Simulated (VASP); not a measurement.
# CuH2 (P-6m2) in VASP: notebook

The runs below take CuH2 through single point, relaxation of cell and atoms, with PBE.

All numbers are computed with VASP 6.6.1; they aren't measurements. Logs are shortened: lines on timing, memory, paths and dates and some standing lists are left out, and cuts for length are marked.

## Step 1: The cell of the first run

The structure is hexagonal, space group P-6m2 (No. 187). Conventional cell: a = 2.536 Å, b = 2.536 Å, c = 4.826 Å, α = 90.00°, β = 90.00°, γ = 120.00°. Within 2.4 Å of Cu (site symmetry -6m2) lie 6 H at 1.79 Å. H (site symmetry 3m) has 3 Cu at 1.79 Å and 1 H at 2.04 Å within 2.4 Å.

## Step 2: Single point, PBE (atoms taken out)

INCAR

```
SYSTEM = CuH2
PREC = Accurate
ENCUT = 520
EDIFF = 1E-6
ISMEAR = 0
SIGMA = 0.1
LREAL = .FALSE.
LASPH = .TRUE.
NELM = 60
ALGO = Normal
ISIF = 2
LWAVE = .FALSE.
LCHARG = .FALSE.
GGA = PE
NBANDS = 14
```

KPOINTS

```
regular mesh
0
G
  21 21 10
  0 0 0
```

POSCAR

```
CuH2
1.0
    2.5358093047      0.0000000000      0.0000000000
   -1.2679046523      2.1960752770      0.0000000000
    0.0000000000      0.0000000000      4.8260701666
Cu H
1 2
Direct
    0.0000000000      0.0000000000      0.0000000000
    0.3333333333      0.6666666667      0.2117542776
    0.3333333333      0.6666666667      0.7882457224
```

Potentials or basis: VASP PAW PBE potentials, release 64 (Cu, H).

Command:

```
$ cat potpaw_PBE.64/Cu/POTCAR potpaw_PBE.64/H/POTCAR > POTCAR
$ mpirun -np 1 vasp_std > vasp.out
```

OUTCAR:

```text
SYSTEM = CuH2
   PREC = Accurate
   ENCUT = 520
   EDIFF = 1E-6
   ISMEAR = 0
   LREAL = .FALSE.
   LASPH = .TRUE.
   NELM = 60
   ISIF = 2
   GGA = PE

 ion  position               nearest neighbor table
   1  0.000  0.000  0.000-   2 1.79   3 1.79   2 1.79   3 1.79   2 1.79   3 1.79
   2  0.333  0.667  0.212-   1 1.79   1 1.79   1 1.79
   3  0.333  0.667  0.788-   1 1.79   1 1.79   1 1.79

  LATTYP: Found a hexagonal cell.
 ALAT       =     2.5358093047
 C/A-ratio  =     1.9031676229

  Lattice vectors:

 A1 = (   2.5358093047,   0.0000000000,   0.0000000000)
 A2 = (  -1.2679046523,   2.1960752770,   0.0000000000)
 A3 = (   0.0000000000,   0.0000000000,   4.8260701666)

Analysis of symmetry for initial positions (statically):
=====================================================================
 Subroutine PRICEL returns:
 Original cell was already a primitive cell.

 Routine SETGRP: Setting up the symmetry group for a
 hexagonal supercell.

 Subroutine GETGRP returns: Found 12 space group operations
 (whereof 12 operations were pure point group operations)
 out of a pool of 24 trial point group operations.

The static configuration has the point symmetry D_3h.

Analysis of symmetry for dynamics (positions and initial velocities):
=====================================================================
 Subroutine PRICEL returns:
 Original cell was already a primitive cell.

 Routine SETGRP: Setting up the symmetry group for a
 hexagonal supercell.

 Subroutine GETGRP returns: Found 12 space group operations
 (whereof 12 operations were pure point group operations)
 out of a pool of 24 trial point group operations.

The dynamic configuration has the point symmetry D_3h.

 Subroutine INISYM returns: Found 12 space group operations
 (whereof 12 operations are pure point group operations),
 and found     1 'primitive' translations

----------------------------------------------------------------------------------------

                                     Primitive cell

  volume of cell :      26.8756

  direct lattice vectors                    reciprocal lattice vectors
     2.535809305  0.000000000  0.000000000     0.394351420  0.227678898  0.000000000
    -1.267904652  2.196075277  0.000000000     0.000000000  0.455357797  0.000000000
     0.000000000  0.000000000  4.826070167     0.000000000  0.000000000  0.207207928

  length of vectors
     2.535809305  2.535809305  4.826070167     0.455357797  0.455357797  0.207207928

  position of ions in fractional coordinates (direct lattice)
     0.000000000  0.000000000  0.000000000
     0.333333333  0.666666667  0.211754278
[... 95 lines left out ...]
   EFERMI_NEDOS =   21; number of points for ismear=-14 and -15
   IALGO  =     38    algorithm
   IMIX   =      4    mixing-type and parameters
     AMIX     =   0.40;   BMIX     =  1.00
     AMIX_MAG =   1.60;   BMIX_MAG =  1.00
  volume/ion in A,a.u.               =       8.96        60.46
  Fermi-wavevector in a.u.,A,eV,Ry     =   1.285100  2.428486 22.469764  1.651481
  Thomas-Fermi vector in A             =   2.417254
   LORBIT       =      0    0 simple, 1 ext, 2 COOP (PROOUT), +10 PAW based schemes
   GGA     = PE    functional components
   LHFCALC =     F    Hartree Fock is set to
   AEXX    =    0.0000 exact exchange contribution
   IVDW    =     0    specifies the selected vdW correction
   LEPSILON=     F    determine dielectric tensor
   LRPA    =     F    only Hartree local field effects (RPA)
 non-spin polarized calculation
 Gauss-broadening in eV      SIGMA  =   0.10
  energy-cutoff  :      520.00
  volume of cell :       26.88
 maximum number of plane-waves:       738
 NGX is ok and might be reduce to    20
   NGX =  9   NGY =  9   NGZ = 17

 number of electron      13.0000020 magnetization

 Free energy of the ion-electron system (eV)
  ---------------------------------------------------
  ext. energy  EPLUGINS =         0.00000000
  ---------------------------------------------------
  free energy    TOTEN  =        -9.41337628 eV

  energy without entropy =       -9.41139250  energy(sigma->0) =       -9.41238439

 E-fermi :   2.4521     XC(G=0):  -9.3831

 val. band max:        2.4345363773   @ k =   0.2381   0.1905   0.3000
 cond. band min:       2.4861584878   @ k =   0.2857   0.1429   0.3000
 fundamental gap:      0.0516221105
 Fermi energy:         2.4521433306

 k-point     1 :       0.0000    0.0000    0.0000
  band No.  band energies     occupation
      1      -8.2127      2.00000
      2      -2.7336      2.00000
      3      -2.0281      2.00000
      4      -1.4174      2.00000
      5      -1.4174      2.00000
      6      -0.6205      2.00000
      7      -0.6205      2.00000
      8       5.8852      0.00000
      9      15.9641      0.00000
     10      20.4267      0.00000
     11      22.6509      0.00000
     12      23.7192      0.00000
     13      24.9163      0.00000
     14      24.9164      0.00000
[... 377 lines left out ...]
      1      -6.4504      2.00000
      2      -3.0675      2.00000
      3      -1.8850      2.00000
      4      -1.4695      2.00000
      5      -0.8001      2.00000
      6      -0.7155      2.00000
      7       1.2336      2.00000
      8       7.3731      0.00000
      9      11.3678      0.00000
     10      15.6155      0.00000
     11      16.2363      0.00000
     12      21.1295      0.00000
     13      22.4476      0.00000
     14      23.4319      0.00000

 [... further k-points ...]

------------------------ aborting loop because EDIFF is reached ----------------------------------------

  FORCE on cell =-STRESS in cart. coord.  units (eV):
  Direction    XX          YY          ZZ          XY          YZ          ZX
  --------------------------------------------------------------------------------------
  -------------------------------------------------------------------------------------
  Total        0.0671929      0.0671929      0.0356560      0.0000000     -0.0000000      0.0000000
  in kB        4.0056824      4.0056824      2.1256223      0.0000000     -0.0000000      0.0000000
  external PRESSURE =       3.3789957 kB  Pullay stress =       0.0000000 kB

 VOLUME and BASIS-vectors are now :
 -----------------------------------------------------------------------------
  energy-cutoff  :      520.00
  volume of cell :       26.88
      direct lattice vectors                 reciprocal lattice vectors
     2.535809305  0.000000000  0.000000000     0.394351420  0.227678898  0.000000000
    -1.267904652  2.196075277  0.000000000     0.000000000  0.455357797  0.000000000
     0.000000000  0.000000000  4.826070167     0.000000000  0.000000000  0.207207928

 POSITION                                       TOTAL-FORCE (eV/Angst)
 -----------------------------------------------------------------------------------
      0.00000      0.00000      0.00000        -0.000000      0.000000      0.000000
     -0.00000      1.46405      1.02194         0.000000     -0.000000      0.015898
     -0.00000      1.46405      3.80413         0.000000      0.000000     -0.015898
 -----------------------------------------------------------------------------------
    total drift:                                0.000000     -0.000000     -0.000000

  FREE ENERGIE OF THE ION-ELECTRON SYSTEM (eV)
  ---------------------------------------------------
  free  energy   TOTEN  =        -9.4133762809 eV

  energy  without entropy=       -9.4113925028  energy(sigma->0) =       -9.41238439
```

Wall time 39 s (1 thread of Intel Xeon 6975P-C (Granite Rapids), shared host); peak memory 0.22 GiB.

What came out:

| Item | Value |
| --- | --- |
| Free energy | -9.4134 eV |
| Pressure | 0.3 GPa |
| Largest force | 0.016 eV/Å |
| Band gap on the k mesh | zero (an odd number of electrons rules out a gap without spin polarisation) |

Forces on the atoms (eV/Å):
```
Cu   0.000  0.000  0.000
H    0.000  0.000  0.016
H    0.000  0.000 -0.016
```

Caveat: the cell differs from its parent crystal (atoms taken out).

## Step 3: Relaxation of cell and atoms, PBE (atoms taken out)

INCAR

```
SYSTEM = CuH2
PREC = Accurate
ENCUT = 600
EDIFF = 1E-7
ISMEAR = 0
SIGMA = 0.1
LREAL = .False.
LASPH = .True.
NELM = 100
ALGO = Normal
ISIF = 3
LWAVE = .False.
LCHARG = .False.
GGA = PE
IBRION = 2
NSW = 100
EDIFFG = -0.01
```

KPOINTS

```
Automatic mesh
0
Gamma
  21 21 10
  0 0 0
```

POSCAR

```
CuH2
1.0
    2.5391652038      0.0000000000      0.0000000000
   -1.2695826019      2.1989815709      0.0000000000
    0.0000000000      0.0000000000      4.8326754739
Cu H
1 2
Direct
    0.0000000000      0.0000000000      0.0000000000
    0.3333333333      0.6666666667      0.2114830241
    0.3333333333      0.6666666667      0.7885169759
```

Potentials or basis: VASP PAW PBE potentials, release 64 (Cu, H).

Command:

```
$ cat potpaw_PBE.64/Cu/POTCAR potpaw_PBE.64/H/POTCAR > POTCAR
$ mpirun -np 1 vasp_std > vasp.out
```

Wall time 36 s (1 thread of Intel Xeon 6975P-C (Granite Rapids), shared host); peak memory 0.23 GiB.

Results (log left out):

```
Free energy                  : -9.4145 eV
Pressure after relaxing      : 0.0 GPa
Largest force after relaxing : 0.006 eV/Å
Band gap on the k mesh       : zero (an odd number of electrons rules out a gap without spin polarisation)
```

Forces in eV/Å, atoms in the order of the input:
```
Cu   0.000  0.000  0.000
H    0.000  0.000  0.006
H    0.000  0.000 -0.006
```

Stress tensor (GPa, compression positive):
```
-0.07  0.00  0.00
 0.00 -0.07  0.00
 0.00  0.00  0.01
```

Final structure:
```yaml
crystal:
  lattice:
    - [2.53917, 0.00000, 0.00000]
    - [-1.26958, 2.19898, 0.00000]
    - [0.00000, 0.00000, 4.83268]
  atoms:
    - { symbol: Cu, position: [0.00000, 0.00000, 0.00000] }
    - { symbol: H, position: [0.33333, 0.66667, 0.21148] }
    - { symbol: H, position: [0.33333, 0.66667, 0.78852] }
```

Levels at points of the mesh, in eV from the Fermi level:
```
           k point  band 3  band 4  band 5  band 6  band 7  band 8  band 9  band 10
(0.00, 0.00, 0.00)   -4.46   -3.86   -3.86   -3.07   -3.07    3.44   13.47    17.92
(0.00, 0.00, 0.50)   -4.23   -3.86   -3.86   -3.07   -3.07    7.30    8.58    15.93
```

Caveat: the cell differs from its parent crystal (atoms taken out); the relaxation stopped at its first step, so nothing moved.
